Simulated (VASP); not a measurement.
Runs of VASP 6.6.1 on LiS3. The structure is that of space group Im-3m (No. 229), or close to it. The cells are those of the table. The cell was built from a structure type or drawn by symmetry, and may not be a known phase.

```tsv
task	cell	k mesh	cutoff (eV)	gap on the mesh (eV)	pressure (GPa)	relaxed volume (Å³/atom)
single point	a = 4.353 Å, angles 109.5°, 4 atoms	14 × 14 × 14	520	none	-	-
single point	a = 4.692 Å, angles 109.5°, 4 atoms	4 × 4 × 4	520	none	-	-
single point	a = 4.360 Å, angles 109.5°, 4 atoms	4 × 4 × 4	520	none	-	-
single point	a = 4.352 Å, angles 109.5°, 4 atoms	6 × 6 × 6	520	none	-	-
relaxation of cell and atoms	relaxed from a = 4.360 Å, angles 109.5°, 4 atoms	6 × 6 × 6	600	none	0.0	(a)
relaxation of cell and atoms	relaxed from a = 4.352 Å, angles 109.5°, 4 atoms	14 × 14 × 14	600	none	0.0	-
relaxation of cell and atoms	relaxed from a = 4.692 Å, angles 109.5°, 4 atoms	4 × 4 × 4	600	none	-0.4	15.97
```

Alike in all rows: level PBE; potentials or basis VASP PAW PBE potentials, release 64 (Li_sv, S); no spin polarisation; smearing gaussian 0.1 eV.

Estimate the missing entries.

(a) 15.80.

Caveats: some runs use coarse meshes; the cutoff is under 1.25 times the usual one of these potentials, so pressure, stress and relaxed cells hold a basis-set (Pulay) error; the relaxation stopped at its first step, so nothing moved (at least some runs); the volume moved by over 15 % at a fixed basis, so the end points are rough (at least some runs).

A gap of «none» marks levels without a gap at the run's occupations.
